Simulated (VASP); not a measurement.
Here is a VASP 6.6.1 calculation.

File INCAR:

```
ALGO = Normal ; EDIFF = 1E-6
ENCUT = 520 ; GGA = PE
ISIF = 2 ; ISMEAR = 0
ISPIN = 2 ; LASPH = T
LCHARG = F ; LMAXMIX = 4
LORBIT = 11 ; LREAL = F
LWAVE = F ; MAGMOM = 3 0
NBANDS = 22 ; NELM = 150
PREC = Accurate ; SIGMA = 0.1
```

The input KPOINTS:

```
k-points
0
Gamma
  6 6 6
```

File POSCAR:

```
CoPb
1.0
    3.4753614741      0.0000000000      0.0000000000
    0.0000000000      3.4753614741      0.0000000000
    0.0000000000      0.0000000000      3.4753614741
Co Pb
1 1
Direct
    0.0000000000      0.0000000000      0.0000000000
    0.5000000000      0.5000000000      0.5000000000
```

Potentials or basis: VASP PAW PBE potentials, release 64 (Co, Pb_d).

Launch:

```console
$ cat potpaw_PBE.64/Co/POTCAR potpaw_PBE.64/Pb_d/POTCAR > POTCAR
$ mpirun -np 1 vasp_std > vasp.out
```

(1) What does it give for the pressure?

(2) What does it give for the net moment?

(3) Predict the site moments.

Answers

(1) -8.4 GPa.

(2) 1.22 μB per cell.

(3) Co +1.35; Pb -0.03 μB.

Caveat: the cell stands under tension.
